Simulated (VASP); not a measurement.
Wanted: the native input for a VASP 6.6.1 run.

| Quantity | Value |
| --- | --- |
| Task | single point |
| Functional | PBE |
| Potentials or basis | VASP PAW PBE potentials, release 64 (Pd, Pt, Se) |
| Cutoff | 500 eV |
| k mesh | 6 × 6 × 6 |
| Occupations | gaussian, width 0.1 eV |
| Spin | no spin polarisation |
| Dipole correction | no |
| Further INCAR settings | ALGO = Normal; EDIFF = 1e-06; NBANDS = 78 |

The structure of Pd3PtSe4 lies in POSCAR:

```
Pd3PtSe4
1.0
    6.8422211570      0.0000000000      0.0000000000
    0.0000000000      6.8422211570      0.0000000000
    0.0000000000      0.0000000000      7.0227521402
Pd Pt Se
6 2 8
Direct
    0.2587360937      0.5318982924      0.5000000000
    0.7412639063      0.4681017076      0.5000000000
    0.5318982924      0.7412639063      0.0000000000
    0.4681017076      0.2587360937      0.0000000000
    0.0000000000      0.0000000000      0.7500000000
    0.0000000000      0.0000000000      0.2500000000
    0.0000000000      0.5000000000      0.0000000000
    0.5000000000      0.0000000000      0.5000000000
    0.1923592349      0.3088699382      0.7723607947
    0.1923592349      0.3088699382      0.2276392053
    0.8076407651      0.6911300618      0.2276392053
    0.8076407651      0.6911300618      0.7723607947
    0.3088699382      0.8076407651      0.2723607947
    0.3088699382      0.8076407651      0.7276392053
    0.6911300618      0.1923592349      0.7276392053
    0.6911300618      0.1923592349      0.2723607947
```

The input as run:

INCAR

```
SYSTEM = Pd3PtSe4
  ALGO = Normal
  EDIFF = 1E-6
  ENCUT = 500
  GGA = PE
  GGA_COMPAT = .False.
  ISIF = 2
  ISMEAR = 0
  LASPH = .True.
  LCHARG = .True.
  LELF = .True.
  LREAL = .False.
  LVHAR = .True.
  LWAVE = .False.
  NBANDS = 78
  NELM = 120
  PREC = Accurate
  SIGMA = 0.1
```

KPOINTS

```
k-points
0
Gamma
  6 6 6
  0 0 0
```

Potentials or basis: VASP PAW PBE potentials, release 64 (Pd, Pt, Se).

Command:

```bash
$ cat potpaw_PBE.64/Pd/POTCAR potpaw_PBE.64/Pt/POTCAR potpaw_PBE.64/Se/POTCAR > POTCAR
$ mpirun -np 1 vasp_std > vasp.out
```

It gave:

* Pressure: 0.0 GPa
* Largest force: 0.007 eV/Å
* Band gap on the k mesh: zero (bands 64 and 65 overlap by 0.23 eV)

Caveat: spin-orbit coupling is left out, which moves the levels of the heavy elements.

Wall time 25 min on 1 thread of AMD EPYC 9755 128-Core Processor (shared host), peak memory 0.88 GiB.
